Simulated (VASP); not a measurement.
Input of a VASP 6.6.1 run:

INCAR

```
SYSTEM = Nb
PREC = Accurate ; ENCUT = 520
EDIFF = 1E-7 ; ISMEAR = -1
SIGMA = 0.05 ; LREAL = .FALSE.
LASPH = .TRUE. ; NELM = 100
ALGO = Normal ; ISIF = 2
LWAVE = .FALSE. ; LCHARG = .TRUE.
GGA = CA ; LELF = .TRUE.
LVHAR = .TRUE. ; NBANDS = 12
```

KPOINTS

```
regular mesh
0
G
  11 11 11
  0 0 0
```

Contents of POSCAR:

```
Nb
1.0
    0.0000000000      2.0864154149      2.0864154149
    2.0864154149      0.0000000000      2.0864154149
    2.0864154149      2.0864154149      0.0000000000
Nb
1
Direct
    0.0000000000      0.0000000000      0.0000000000
```

Potentials or basis: VASP PAW LDA potentials, release 64 (Nb_sv).

Command:

```sh
$ cat potpaw_LDA.64/Nb_sv/POTCAR > POTCAR
$ mpirun -np 1 vasp_std > vasp.out
```

(1) Predict the pressure.

Answers

(1) -4.8 GPa.
